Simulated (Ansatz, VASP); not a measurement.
## Two plane-wave programs on Sb

```
Sb
1.0
     0.00000    3.24357    3.24357
     3.24357    0.00000    3.24357
     3.24357    3.24357    0.00000
Sb
2
Direct
  0.87500 0.87500 0.87500
  0.12500 0.12500 0.12500
```

Change from the starting cell: volume scaled by 0.8, PAW files.

Alike in both runs: task single point; functional PBE; k mesh 10 × 10 × 10; occupations fermi-dirac, width 0.08 eV; no spin polarisation.

```csv
,VASP,Ansatz
version,VASP 6.6.1,Ansatz 0.2.0
potentials or method,"VASP PAW PBE potentials, release 64 (Sb)","PAW with Ansatz's default frozen-core files, scalar-relativistic"
plane-wave cutoff (eV),500,420
valence electrons in the cell,10,30
```

```csv
,VASP,Ansatz,Ansatz less VASP
pressure (GPa),11.0,10.9,-0.17
```

VASP's potentials hold 10 valence electrons a cell and Ansatz's 30, so a difference there can come from the potentials and not from the codes.

Spin-orbit coupling is off throughout.
